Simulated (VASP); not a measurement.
Here is a VASP 6.6.1 calculation.

The input POSCAR:

```
Zn2S3
1.0
    3.5740375868      0.0000000000      0.0000000000
   -1.7870187934      3.0952073442      0.0000000000
    0.0000000000      0.0000000000      7.8662219216
Zn S
2 3
Direct
    0.3333333333      0.6666666667      0.1993763352
    0.6666666667      0.3333333333      0.8006236648
    0.0000000000      0.0000000000      0.0000000000
    0.3333333333      0.6666666667      0.6502502916
    0.6666666667      0.3333333333      0.3497497084
```

Contents of INCAR.step1:

```
SYSTEM = Zn2S3
PREC     = Accurate       ! precision mode
ENCUT    = 520            ! plane-wave cutoff, eV
ISMEAR   = 0              ! smearing method
SIGMA    = 0.1            ! smearing width, eV
LREAL    = .False.        ! projectors in reciprocal space
LASPH    = .True.         ! aspherical terms in the spheres
NELM     = 100            ! most SCF steps
NBANDS   = 29             ! bands
GGA      = PE             ! functional
ALGO     = Normal         ! electronic algorithm
EDIFF    = 1E-4           ! SCF threshold, eV
LWAVE    = .True.         ! write WAVECAR
LCHARG   = .False.        ! write CHGCAR
```

File INCAR.step2:

```
SYSTEM = Zn2S3
PREC     = Accurate       ! precision mode
ENCUT    = 520            ! plane-wave cutoff, eV
EDIFF    = 1E-7           ! SCF threshold, eV
ISMEAR   = 0              ! smearing method
SIGMA    = 0.1            ! smearing width, eV
LREAL    = .False.        ! projectors in reciprocal space
LASPH    = .True.         ! aspherical terms in the spheres
NELM     = 100            ! most SCF steps
ALGO     = Normal         ! electronic algorithm
ISIF     = 2              ! what is computed and relaxed
LWAVE    = .False.        ! write WAVECAR
LCHARG   = .False.        ! write CHGCAR
METAGGA  = R2SCAN         ! meta-GGA
LMIXTAU  = .True.       
NBANDS   = 29             ! bands
ISTART   = 1
```

KPOINTS

```
Automatic mesh
0
Gamma
  12 12 6
  0 0 0
```

Potentials or basis: VASP PAW PBE potentials, release 64 (Zn, S).

Command:

```bash
$ cat potpaw_PBE.64/Zn/POTCAR potpaw_PBE.64/S/POTCAR > POTCAR
$ cp INCAR.step1 INCAR
$ mpirun -np 1 vasp_std > vasp.out
$ cp INCAR.step2 INCAR
$ mpirun -np 1 vasp_std > vasp.out
```

Question: Estimate the largest force.

Answer: 0.017 eV/Å.

Question: Predict the pressure.

Answer: 0.1 GPa.

Question: What does it give for the band gap on the k mesh?

Answer: Zero (bands 21 and 22 overlap by 1.26 eV).

Forces in eV/Å, atoms in the order of the input:
```
Zn   0.000  0.000  0.017
Zn   0.000  0.000 -0.017
S    0.000  0.000  0.000
S    0.000  0.000 -0.010
S    0.000  0.000  0.010
```

Caveat: the PAW data sets were made with another functional, which shifts forces and pressure a little.
